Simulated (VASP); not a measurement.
# Cs (P6_3/mmc) in VASP: notebook, part 2 of 2

VASP 6.6.1. The steps go on from the part before.

## 3. Single point, LDA (volume scaled by 0.88)

INCAR reads:

```
ALGO = Normal
EDIFF = 1E-6
ENCUT = 520
ISIF = 2
ISMEAR = -1
LASPH = True
LCHARG = False
LREAL = False
LWAVE = False
NBANDS = 26
NELM = 80
PREC = Accurate
SIGMA = 0.1
```

KPOINTS reads:

```
k-points
0
Gamma
  8 8 3
```

POSCAR reads:

```
Cs
1.0
    4.9235576482      0.0000000000      0.0000000000
   -2.4617788241      4.2639260003      0.0000000000
    0.0000000000      0.0000000000     16.1343465833
Cs
4
Direct
    0.0000000000      1.0000000000      0.0000000000
    0.0000000000      1.0000000000      0.5000000000
    0.3333333333      0.6666666667      0.2500000000
    0.6666666667      0.3333333333      0.7500000000
```

Potentials or basis: VASP PAW LDA potentials, release 64 (Cs_sv).

Run with:

```bash
$ cat potpaw_LDA.64/Cs_sv/POTCAR > POTCAR
$ mpirun -np 1 vasp_std > vasp.out
```

OUTCAR:

```text
EDIFF = 1E-6
   ENCUT = 520
   ISIF = 2
   ISMEAR = -1
   LASPH = True
   LREAL = False
   NELM = 80
   PREC = Accurate

 ion  position               nearest neighbor table
   1  0.000  0.000  0.000-
   2  0.000  0.000  0.500-
   3  0.333  0.667  0.250-
   4  0.667  0.333  0.750-

  LATTYP: Found a hexagonal cell.
 ALAT       =     4.9235576482
 C/A-ratio  =     3.2769691626

  Lattice vectors:

 A1 = (   4.9235576482,   0.0000000000,   0.0000000000)
 A2 = (  -2.4617788241,   4.2639260003,   0.0000000000)
 A3 = (   0.0000000000,   0.0000000000,  16.1343465833)

Analysis of symmetry for initial positions (statically):
=====================================================================
 Subroutine PRICEL returns:
 Original cell was already a primitive cell.

 Routine SETGRP: Setting up the symmetry group for a
 hexagonal supercell.

 Subroutine GETGRP returns: Found 24 space group operations
 (whereof 12 operations were pure point group operations)
 out of a pool of 24 trial point group operations.

The static configuration has the point symmetry D_3d.
 The point group associated with its full space group is D_6h.

Analysis of symmetry for dynamics (positions and initial velocities):
=====================================================================
 Subroutine PRICEL returns:
 Original cell was already a primitive cell.

 Routine SETGRP: Setting up the symmetry group for a
 hexagonal supercell.

 Subroutine GETGRP returns: Found 24 space group operations
 (whereof 12 operations were pure point group operations)
 out of a pool of 24 trial point group operations.
[... 111 lines left out ...]
   PSTRESS=    0.0 pullay stress
   NELECT =      36.0000    total number of electrons
   NUPDOWN=      -1.0000    fix difference up-down
   EMIN   =  10.00;   EMAX   =-10.00  energy-range for DOS
   EFERMI =   0.00;   METHOD = LEGACY
   ISMEAR =    -1;   SIGMA  =   0.10  broadening in eV -4-tet -1-fermi 0-gaus
   EFERMI_NEDOS =   21; number of points for ismear=-14 and -15
   IALGO  =     38    algorithm
   IMIX   =      4    mixing-type and parameters
     AMIX     =   0.40;   BMIX     =  1.00
     AMIX_MAG =   1.60;   BMIX_MAG =  1.00
  volume/ion in A,a.u.               =      84.68       571.45
  Fermi-wavevector in a.u.,A,eV,Ry     =   0.775465  1.465417  8.181813  0.601346
  Thomas-Fermi vector in A             =   1.877738
   LORBIT       =      0    0 simple, 1 ext, 2 COOP (PROOUT), +10 PAW based schemes
   GGA     = CA    functional components
   LHFCALC =     F    Hartree Fock is set to
   AEXX    =    0.0000 exact exchange contribution
   IVDW    =     0    specifies the selected vdW correction
   LEPSILON=     F    determine dielectric tensor
   LRPA    =     F    only Hartree local field effects (RPA)
 non-spin polarized calculation
  energy-cutoff  :      520.00
  volume of cell :      338.72
 maximum number of plane-waves:      9150
 NGX is ok and might be reduce to    40
   NGX = 19   NGY = 19   NGZ = 59

 number of electron      36.0000003 magnetization

 Free energy of the ion-electron system (eV)
  ---------------------------------------------------
  ext. energy  EPLUGINS =         0.00000000
  ---------------------------------------------------
  free energy    TOTEN  =        -4.00475579 eV

  energy without entropy =       -3.82649619  energy(sigma->0) =       -3.91562599

 E-fermi :   1.1552     XC(G=0):  -6.3885

 val. band max:        1.1415869740   @ k =   0.5000   0.0000   0.3333
 cond. band min:       1.1768933578   @ k =   0.3750   0.1250   0.3333
 fundamental gap:      0.0353063838
 Fermi energy:         1.1552192118

 k-point     1 :       0.0000    0.0000    0.0000
  band No.  band energies     occupation
      1     -22.5127      2.00000
      2     -22.5014      2.00000
      3     -22.4985      2.00000
      4     -22.4872      2.00000
      5      -9.5402      2.00000
      6      -9.3607      2.00000
[... 569 lines left out ...]
     25       2.6180      0.00000
     26       2.7424      0.00000

------------------------ aborting loop because EDIFF is reached ----------------------------------------

  FORCE on cell =-STRESS in cart. coord.  units (eV):
  Direction    XX          YY          ZZ          XY          YZ          ZX
  --------------------------------------------------------------------------------------
  -------------------------------------------------------------------------------------
  Total        0.7831187      0.7831187      0.7289048      0.0000000      0.0000000      0.0000000
  in kB        3.7042314      3.7042314      3.4477941      0.0000000      0.0000000      0.0000000
  external PRESSURE =       3.6187523 kB  Pullay stress =       0.0000000 kB

 VOLUME and BASIS-vectors are now :
 -----------------------------------------------------------------------------
  energy-cutoff  :      520.00
  volume of cell :      338.72
      direct lattice vectors                 reciprocal lattice vectors
     4.923557648  0.000000000  0.000000000     0.203105167  0.117262823  0.000000000
    -2.461778824  4.263926000  0.000000000     0.000000000  0.234525646  0.000000000
     0.000000000  0.000000000 16.134346583     0.000000000  0.000000000  0.061979578

 POSITION                                       TOTAL-FORCE (eV/Angst)
 -----------------------------------------------------------------------------------
      0.00000      0.00000      0.00000        -0.000000      0.000000      0.000000
      0.00000      0.00000      8.06717        -0.000000      0.000000      0.000000
     -0.00000      2.84262      4.03359         0.000000      0.000000      0.000000
      2.46178      1.42131     12.10076        -0.000000      0.000000     -0.000000
 -----------------------------------------------------------------------------------
    total drift:                                0.000000      0.000000     -0.000000

  FREE ENERGIE OF THE ION-ELECTRON SYSTEM (eV)
  ---------------------------------------------------
  free  energy   TOTEN  =        -4.0047557907 eV

  energy  without entropy=       -3.8264961895  energy(sigma->0) =       -3.91562599
```

stdout:

```text
POSCAR found type information on POSCAR Cs
 POSCAR found :  1 types and       4 ions
 scaLAPACK will be used
 LDA part: xc-table for (Slater(with rela. corr.)+CA(PZ))
 , standard interpolation
 POSCAR, INCAR and KPOINTS ok, starting setup
 FFT: planning ... GRIDC
 FFT: planning ... GRID_SOFT
 FFT: planning ... GRID
 WAVECAR not read
 entering main loop
```

Wall time 2.9 min (1 thread of Oxide Virtual Turin-like, shared host); peak memory 0.35 GiB.

Results:

| Property | Result |
| --- | --- |
| Free energy | -4.0048 eV |
| Pressure | 0.4 GPa |
| Band gap on the k mesh | zero (band 18 reaches 1.66 eV, above the bottom of band 19 at -0.01 eV) |

Caveat: spin-orbit coupling is left out, which moves the levels of the heavy elements.
